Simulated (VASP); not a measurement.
# Ru (Fd-3m) in VASP: notebook

Runs on Ru. Level: LDA. Tasks: single point.

All numbers are computed with VASP 6.6.1; they aren't measurements. Logs are shortened: lines on timing, memory, paths and dates and some standing lists are left out, and cuts for length are marked.

## 1. The cell of the first run

It takes space group Fd-3m (No. 227, cubic). Conventional cell: a = 4.756 Å, b = 4.756 Å, c = 4.756 Å, α = 90.00°, β = 90.00°, γ = 90.00°. Within 2.7 Å of Ru (site symmetry -43m) lie 4 Ru at 2.06 Å.

## 2. Single point, LDA (volume scaled by 0.7)

File INCAR:

```
PREC = Accurate
ENCUT = 520
EDIFF = 1E-6
ISMEAR = -1
SIGMA = 0.1
LREAL = F
LASPH = T
NELM = 80
ALGO = Normal
ISIF = 2
LWAVE = F
LCHARG = F
NBANDS = 21
```

File KPOINTS:

```
regular mesh
0
Gamma
  13 13 13
```

File POSCAR:

```
Ru
1.0
    0.0000000000      2.3779354094      2.3779354094
    2.3779354094      0.0000000000      2.3779354094
    2.3779354094      2.3779354094      0.0000000000
Ru
2
Direct
   -0.1250000000     -0.1250000000     -0.1250000000
    0.1250000000      0.1250000000      0.1250000000
```

Potentials or basis: VASP PAW LDA potentials, release 64 (Ru_pv).

Run with:

```console
$ cat potpaw_LDA.64/Ru_pv/POTCAR > POTCAR
$ mpirun -np 1 vasp_std > vasp.out
```

OUTCAR:

```text
PREC = Accurate
   ENCUT = 520
   EDIFF = 1E-6
   ISMEAR = -1
   LREAL = F
   LASPH = T
   NELM = 80
   ISIF = 2

 ion  position               nearest neighbor table
   1  0.875  0.875  0.875-   2 2.06   2 2.06   2 2.06   2 2.06
   2  0.125  0.125  0.125-   1 2.06   1 2.06   1 2.06   1 2.06

  LATTYP: Found a face centered cubic cell.
 ALAT       =     4.7558708188

  Lattice vectors:

 A1 = (   0.0000000000,   2.3779354094,   2.3779354094)
 A2 = (   2.3779354094,   0.0000000000,   2.3779354094)
 A3 = (   2.3779354094,   2.3779354094,   0.0000000000)

Analysis of symmetry for initial positions (statically):
=====================================================================
 Subroutine PRICEL returns:
 Original cell was already a primitive cell.

 Routine SETGRP: Setting up the symmetry group for a
 face centered cubic supercell.

 Subroutine GETGRP returns: Found 48 space group operations
 (whereof 12 operations were pure point group operations)
 out of a pool of 48 trial point group operations.

The static configuration has the point symmetry D_3d.
 The point group associated with its full space group is O_h .

Analysis of symmetry for dynamics (positions and initial velocities):
=====================================================================
 Subroutine PRICEL returns:
 Original cell was already a primitive cell.

 Routine SETGRP: Setting up the symmetry group for a
 face centered cubic supercell.

 Subroutine GETGRP returns: Found 48 space group operations
 (whereof 12 operations were pure point group operations)
 out of a pool of 48 trial point group operations.

The dynamic configuration has the point symmetry D_3d.
 The point group associated with its full space group is O_h .

 Subroutine INISYM returns: Found 48 space group operations
 (whereof 12 operations are pure point group operations),
 and found     1 'primitive' translations

----------------------------------------------------------------------------------------

                                     Primitive cell

  volume of cell :      26.8924

  direct lattice vectors                    reciprocal lattice vectors
     0.000000000  2.377935409  2.377935409    -0.210266434  0.210266434  0.210266434
     2.377935409  0.000000000  2.377935409     0.210266434 -0.210266434  0.210266434
     2.377935409  2.377935409  0.000000000     0.210266434  0.210266434 -0.210266434

[... 73 lines left out ...]
 SYSTEM =  unknown system
   PREC   = accura    normal or accurate (medium, high low for compatibility)
   ISTART =      0    job   : 0-new  1-cont  2-samecut
   ICHARG =      2    charge: 1-file 2-atom 10-const
   ISPIN  =      1    spin polarized calculation?
   LNONCOLLINEAR =      F non collinear calculations
   LSORBIT =      F    spin-orbit coupling
   LASPH  =      T    aspherical Exc in radial PAW
   ENCUT  =  520.0 eV  38.22 Ry    6.18 a.u.   6.25  6.25  6.25*2*pi/ulx,y,z
   NELM   =     80;   NELMIN=  2; NELMDL= -5     # of ELM steps
   EDIFF  = 0.1E-05   stopping-criterion for ELM
   LREAL  =      F    real-space projection
   EDIFFG = 0.1E-04   stopping-criterion for IOM
   NSW    =      0    number of steps for IOM
   IBRION =     -1    ionic relax: 0-MD 1-quasi-New 2-CG
   NFREE  =      0    steps in history (QN), initial steepest desc. (CG)
   ISIF   =      2    stress and relaxation
   ISYM   =      2    0-nonsym 1-usesym 2-fastsym
   POTIM  = 0.5000    time-step for ionic-motion
   TEBEG  =    0.0;   TEEND  =   0.0 temperature during run
   PSTRESS=    0.0 pullay stress
   NELECT =      28.0000    total number of electrons
   NUPDOWN=      -1.0000    fix difference up-down
   EMIN   =  10.00;   EMAX   =-10.00  energy-range for DOS
   EFERMI =   0.00;   METHOD = LEGACY
   ISMEAR =    -1;   SIGMA  =   0.10  broadening in eV -4-tet -1-fermi 0-gaus
   EFERMI_NEDOS =   21; number of points for ismear=-14 and -15
   IALGO  =     38    algorithm
   IMIX   =      4    mixing-type and parameters
     AMIX     =   0.40;   BMIX     =  1.00
     AMIX_MAG =   1.60;   BMIX_MAG =  1.00
  volume/ion in A,a.u.               =      13.45        90.74
  Fermi-wavevector in a.u.,A,eV,Ry     =   1.659272  3.135568 37.459314  2.753182
  Thomas-Fermi vector in A             =   2.746709
   LORBIT       =      0    0 simple, 1 ext, 2 COOP (PROOUT), +10 PAW based schemes
   GGA     = CA    functional components
   LHFCALC =     F    Hartree Fock is set to
   AEXX    =    0.0000 exact exchange contribution
   IVDW    =     0    specifies the selected vdW correction
   LEPSILON=     F    determine dielectric tensor
   LRPA    =     F    only Hartree local field effects (RPA)
 non-spin polarized calculation
  energy-cutoff  :      520.00
  volume of cell :       26.89
 maximum number of plane-waves:       742
 NGX is ok and might be reduce to    28
   NGX = 13   NGY = 13   NGZ = 13

 number of electron      28.0000000 magnetization

 Free energy of the ion-electron system (eV)
  ---------------------------------------------------
  ext. energy  EPLUGINS =         0.00000000
  ---------------------------------------------------
  free energy    TOTEN  =       -14.38949065 eV

  energy without entropy =      -14.35018763  energy(sigma->0) =      -14.36983914

 E-fermi :  13.2417     XC(G=0): -13.9713

 val. band max:       13.2014794731   @ k =   0.3077   0.0769   0.0000
 cond. band min:      13.2429205073   @ k =  -0.4615   0.1538   0.0769
 fundamental gap:      0.0414410342
 Fermi energy:        13.2417004544

 k-point     1 :       0.0000    0.0000    0.0000
  band No.  band energies     occupation
      1     -31.4343      2.00000
      2     -31.4343      2.00000
      3     -31.4343      2.00000
      4     -28.9499      2.00000
      5     -28.9499      2.00000
      6     -28.9499      2.00000
[... 565 lines left out ...]
     20      23.5448      0.00000
     21      24.7483      0.00000

 [... further k-points ...]
[... 5 lines left out ...]
  --------------------------------------------------------------------------------------
  -------------------------------------------------------------------------------------
  Total       27.0793971     27.0793971     27.0793971     -0.0000000      0.0000000     -0.0000000
  in kB     1613.3159080   1613.3159080   1613.3159080     -0.0000000      0.0000000     -0.0000000
  external PRESSURE =    1613.3159080 kB  Pullay stress =       0.0000000 kB

 VOLUME and BASIS-vectors are now :
 -----------------------------------------------------------------------------
  energy-cutoff  :      520.00
  volume of cell :       26.89
      direct lattice vectors                 reciprocal lattice vectors
     0.000000000  2.377935409  2.377935409    -0.210266434  0.210266434  0.210266434
     2.377935409  0.000000000  2.377935409     0.210266434 -0.210266434  0.210266434
     2.377935409  2.377935409  0.000000000     0.210266434  0.210266434 -0.210266434

 POSITION                                       TOTAL-FORCE (eV/Angst)
 -----------------------------------------------------------------------------------
      4.16139      4.16139      4.16139         0.000000      0.000000     -0.000000
      0.59448      0.59448      0.59448        -0.000000     -0.000000      0.000000
 -----------------------------------------------------------------------------------
    total drift:                                0.000000     -0.000000     -0.000000

  FREE ENERGIE OF THE ION-ELECTRON SYSTEM (eV)
  ---------------------------------------------------
  free  energy   TOTEN  =       -14.3894906503 eV

  energy  without entropy=      -14.3501876267  energy(sigma->0) =      -14.36983914
```

OSZICAR:

```text
N       E                     dE             d eps       ncg     rms          rms(c)
DAV:   1     0.302736170171E+03    0.30274E+03   -0.17522E+04  3528   0.149E+03
DAV:   2    -0.858881000077E+01   -0.31132E+03   -0.30101E+03  3678   0.452E+02
DAV:   3    -0.147611572468E+02   -0.61723E+01   -0.61493E+01  4083   0.725E+01
DAV:   4    -0.148091684114E+02   -0.48011E-01   -0.47941E-01  4569   0.602E+00
DAV:   5    -0.148097097417E+02   -0.54133E-03   -0.54024E-03  3819   0.585E-01    0.374E+01
DAV:   6    -0.145086871799E+02    0.30102E+00   -0.19711E-01  3798   0.417E+00    0.207E+01
DAV:   7    -0.143909375115E+02    0.11775E+00   -0.96154E-02  3773   0.277E+00    0.167E+00
DAV:   8    -0.143894545858E+02    0.14829E-02   -0.92999E-03  3893   0.890E-01    0.691E-02
DAV:   9    -0.143894839875E+02   -0.29402E-04   -0.13117E-04  4250   0.101E-01    0.349E-02
DAV:  10    -0.143894908353E+02   -0.68478E-05   -0.13964E-05  3828   0.410E-02    0.292E-03
DAV:  11    -0.143894906503E+02    0.18500E-06   -0.69047E-07  2737   0.999E-03
   1 F= -.14389491E+02 E0= -.14369839E+02  d E =-.393030E-01
```

It took 18 s on 1 thread of Intel Xeon 6975P-C (Granite Rapids), shared host; peak memory 0.16 GiB.

What came out:

* Free energy: -14.3895 eV
* Pressure: 161.3 GPa
* Band gap on the k mesh: zero (band 14 reaches 13.87 eV, above the bottom of band 15 at 12.52 eV)

Caveat: the cell differs from its parent crystal (volume scaled by 0.7).

## 3. Single point, LDA (volume scaled by 0.8)

File INCAR:

```
PREC     = Accurate       # precision mode
ENCUT    = 520            # plane-wave cutoff, eV
EDIFF    = 1E-7           # SCF threshold, eV
ISMEAR   = -1             # smearing method
SIGMA    = 0.1            # smearing width, eV
LREAL    = F              # projectors in reciprocal space
LASPH    = T              # aspherical terms in the spheres
NELM     = 100            # most SCF steps
ALGO     = Normal         # electronic algorithm
ISIF     = 2              # what is computed and relaxed
LWAVE    = F              # write WAVECAR
LCHARG   = F              # write CHGCAR
NBANDS   = 21             # bands
```

KPOINTS is that of step 2.

File POSCAR:

```
Ru
1.0
    0.0000000000      2.4861693204      2.4861693204
    2.4861693204      0.0000000000      2.4861693204
    2.4861693204      2.4861693204      0.0000000000
Ru
2
Direct
   -0.1250000000     -0.1250000000     -0.1250000000
    0.1250000000      0.1250000000      0.1250000000
```

Potentials or basis: VASP PAW LDA potentials, release 64 (Ru_pv).

Run with:

```console
$ cat potpaw_LDA.64/Ru_pv/POTCAR > POTCAR
$ mpirun -np 1 vasp_std > vasp.out
```

OUTCAR:

```text
PREC = Accurate
   ENCUT = 520
   EDIFF = 1E-7
   ISMEAR = -1
   LREAL = F
   LASPH = T
   NELM = 100
   ISIF = 2

 ion  position               nearest neighbor table
   1  0.875  0.875  0.875-   2 2.15   2 2.15   2 2.15   2 2.15
   2  0.125  0.125  0.125-   1 2.15   1 2.15   1 2.15   1 2.15

  LATTYP: Found a face centered cubic cell.
 ALAT       =     4.9723386408

  Lattice vectors:

 A1 = (   0.0000000000,   2.4861693204,   2.4861693204)
 A2 = (   2.4861693204,   0.0000000000,   2.4861693204)
 A3 = (   2.4861693204,   2.4861693204,   0.0000000000)

Analysis of symmetry for initial positions (statically):
=====================================================================
 Subroutine PRICEL returns:
 Original cell was already a primitive cell.

 Routine SETGRP: Setting up the symmetry group for a
 face centered cubic supercell.

 Subroutine GETGRP returns: Found 48 space group operations
 (whereof 12 operations were pure point group operations)
 out of a pool of 48 trial point group operations.

[... 152 lines left out ...]
   NGX = 13   NGY = 13   NGZ = 13

 number of electron      28.0000001 magnetization

 Free energy of the ion-electron system (eV)
  ---------------------------------------------------
  ext. energy  EPLUGINS =         0.00000000
  ---------------------------------------------------
  free energy    TOTEN  =       -17.12551153 eV

  energy without entropy =      -17.08077764  energy(sigma->0) =      -17.10314458

 E-fermi :  10.8668     XC(G=0): -13.1839

 val. band max:       10.8396004830   @ k =   0.3077   0.1538   0.0769
 cond. band min:      10.8965219705   @ k =   0.3846   0.3077   0.0000
 fundamental gap:      0.0569214875
 Fermi energy:        10.8667715388

 k-point     1 :       0.0000    0.0000    0.0000
  band No.  band energies     occupation
      1     -33.0753      2.00000
      2     -33.0753      2.00000
      3     -33.0753      2.00000
      4     -31.2606      2.00000
      5     -31.2606      2.00000
      6     -31.2606      2.00000
[... 565 lines left out ...]
     20      21.1980      0.00000
     21      21.4943      0.00000

 [... further k-points ...]
[... 5 lines left out ...]
  --------------------------------------------------------------------------------------
  -------------------------------------------------------------------------------------
  Total       14.4084135     14.4084135     14.4084135      0.0000000     -0.0000000      0.0000000
  in kB      751.1118980    751.1118980    751.1118980      0.0000000     -0.0000000      0.0000000
  external PRESSURE =     751.1118980 kB  Pullay stress =       0.0000000 kB

 VOLUME and BASIS-vectors are now :
 -----------------------------------------------------------------------------
  energy-cutoff  :      520.00
  volume of cell :       30.73
      direct lattice vectors                 reciprocal lattice vectors
     0.000000000  2.486169320  2.486169320    -0.201112610  0.201112610  0.201112610
     2.486169320  0.000000000  2.486169320     0.201112610 -0.201112610  0.201112610
     2.486169320  2.486169320  0.000000000     0.201112610  0.201112610 -0.201112610

 POSITION                                       TOTAL-FORCE (eV/Angst)
 -----------------------------------------------------------------------------------
      4.35080      4.35080      4.35080         0.000000      0.000000      0.000000
      0.62154      0.62154      0.62154        -0.000000     -0.000000     -0.000000
 -----------------------------------------------------------------------------------
    total drift:                                0.000000     -0.000000     -0.000000

  FREE ENERGIE OF THE ION-ELECTRON SYSTEM (eV)
  ---------------------------------------------------
  free  energy   TOTEN  =       -17.1255115289 eV

  energy  without entropy=      -17.0807776355  energy(sigma->0) =      -17.10314458
```

Run time: 20 s. Hardware: 1 thread of Intel Xeon 6975P-C (Granite Rapids), shared host; peak memory 0.16 GiB.

Results:

```yaml
Free_energy: -17.1255 eV
Pressure: 75.1 GPa
Band_gap_on_the_k_mesh: zero (band 14 reaches 11.43 eV, above the bottom of band 15 at 10.19 eV)
```

Caveat: the cell differs from its parent crystal (volume scaled by 0.8).

## 4. Single point, LDA (volume scaled by 0.8)

File INCAR:

```
SYSTEM = Ru
PREC     = Accurate       ! precision mode
ENCUT    = 520            ! plane-wave cutoff, eV
EDIFF    = 1E-6           ! SCF threshold, eV
ISMEAR   = -1             ! smearing method
SIGMA    = 0.1            ! smearing width, eV
LREAL    = .False.        ! projectors in reciprocal space
LASPH    = .True.         ! aspherical terms in the spheres
NELM     = 80             ! most SCF steps
ALGO     = Normal         ! electronic algorithm
ISIF     = 2              ! what is computed and relaxed
LWAVE    = .False.        ! write WAVECAR
LCHARG   = .False.        ! write CHGCAR
NBANDS   = 21             ! bands
```

File KPOINTS:

```
Automatic mesh
0
Gamma
  13 13 13
  0 0 0
```

POSCAR is that of step 3.

Run with:

```console
$ cat potpaw_LDA.64/Ru_pv/POTCAR > POTCAR
$ mpirun -np 1 vasp_std > vasp.out
```

Run time: 20 s. Hardware: 1 thread of Intel Xeon 6975P-C (Granite Rapids), shared host; peak memory 0.16 GiB.

The run converged. Its results:

```yaml
Free_energy: -17.1255 eV
Pressure: 75.1 GPa
Band_gap_on_the_k_mesh: zero (band 14 reaches 11.43 eV, above the bottom of band 15 at 10.19 eV)
```

Levels at points of the mesh, in eV from the Fermi level:
```csv
k point,band 10,band 11,band 12,band 13,band 14,band 15,band 16,band 17,band 18,band 19
"(0.00, 0.00, 0.00)",-4.21,-4.21,-4.21,-0.59,-0.59,-0.59,2.91,2.91,10.33,10.33
```

Caveat: the cell differs from its parent crystal (volume scaled by 0.8).

## 5. Single point, LDA (volume scaled by 0.9)

File INCAR:

```
PREC = Accurate
ENCUT = 520
EDIFF = 1E-7
ISMEAR = -1
SIGMA = 0.1
LREAL = False
LASPH = True
NELM = 80
ALGO = Normal
ISIF = 2
LWAVE = False
LCHARG = False
NBANDS = 21
```

File KPOINTS:

```
Automatic mesh
0
Gamma
  13 13 13
```

File POSCAR:

```
Ru
1.0
    0.0000000000      2.5857202924      2.5857202924
    2.5857202924      0.0000000000      2.5857202924
    2.5857202924      2.5857202924      0.0000000000
Ru
2
Direct
   -0.1250000000     -0.1250000000     -0.1250000000
    0.1250000000      0.1250000000      0.1250000000
```

Run with:

```console
$ cat potpaw_LDA.64/Ru_pv/POTCAR > POTCAR
$ mpirun -np 1 vasp_std > vasp.out
```

Run time: 22 s. Hardware: 1 thread of Intel Xeon 6975P-C (Granite Rapids), shared host; peak memory 0.17 GiB.

The run converged. Its results:

* Free energy: -18.3033 eV
* Pressure: 27.5 GPa
* Band gap on the k mesh: zero (band 14 reaches 9.52 eV, above the bottom of band 15 at 8.39 eV)

Levels at points of the mesh, in eV from the Fermi level:
```csv
k point,band 10,band 11,band 12,band 13,band 14,band 15,band 16,band 17,band 18,band 19
"(0.00, 0.00, 0.00)",-3.75,-3.75,-3.75,-0.55,-0.55,-0.55,2.43,2.43,10.36,10.36
```

Caveat: the cell differs from its parent crystal (volume scaled by 0.9).

## 6. Single point, LDA

This run uses another cell than the first one, of 19.21 Å³/atom, 1.429 times its volume.

File INCAR:

```
SYSTEM = Ru
ALGO = Normal ; EDIFF = 1E-7
ENCUT = 520 ; ISIF = 2
ISMEAR = -1 ; LASPH = .True.
LCHARG = .True. ; LELF = .True.
LREAL = .False. ; LVHAR = .True.
LWAVE = .False. ; NBANDS = 21
NELM = 80 ; PREC = Accurate
SIGMA = 0.1
```

File KPOINTS:

```
k-points
0
Gamma
  13 13 13
  0 0 0
```

File POSCAR:

```
Ru
1.0
    0.0000000000      2.6781447146      2.6781447146
    2.6781447146      0.0000000000      2.6781447146
    2.6781447146      2.6781447146      0.0000000000
Ru
2
Direct
   -0.1250000000     -0.1250000000     -0.1250000000
    0.1250000000      0.1250000000      0.1250000000
```

Potentials or basis: VASP PAW LDA potentials, release 64 (Ru_pv).

Run with:

```console
$ cat potpaw_LDA.64/Ru_pv/POTCAR > POTCAR
$ mpirun -np 1 vasp_std > vasp.out
```

Run time: 21 s. Hardware: 1 thread of Intel Xeon 6975P-C (Granite Rapids), shared host; peak memory 0.18 GiB.

The run converged. Its results:

* Free energy: -18.6163 eV
* Pressure: 0.9 GPa
* Band gap on the k mesh: zero (band 14 reaches 7.97 eV, above the bottom of band 15 at 6.95 eV)

Levels at points of the mesh, in eV from the Fermi level:
```tsv
k point	band 11	band 12	band 13	band 14	band 15	band 16	band 17	band 18
(0.00, 0.00, 0.00)	-3.37	-3.37	-0.51	-0.51	-0.51	2.04	2.04	10.41
```

## 7. Summary

```csv
cell,gap on the mesh (eV),pressure (GPa)
"a = 3.363 Å, angles 60.0°, 2 atoms",none,161.3
"a = 3.516 Å, angles 60.0°, 2 atoms",none,75.1
"a = 3.657 Å, angles 60.0°, 2 atoms",none,27.5
"a = 3.787 Å, angles 60.0°, 2 atoms",none,0.9
```

Alike in all rows: task single point; level LDA; potentials or basis VASP PAW LDA potentials, release 64 (Ru_pv); no spin polarisation; k mesh 13 × 13 × 13; cutoff (eV) 520; smearing fermi-dirac 0.1 eV.

Total energies depend on the potentials used, so only differences within one code and one set of settings carry meaning.
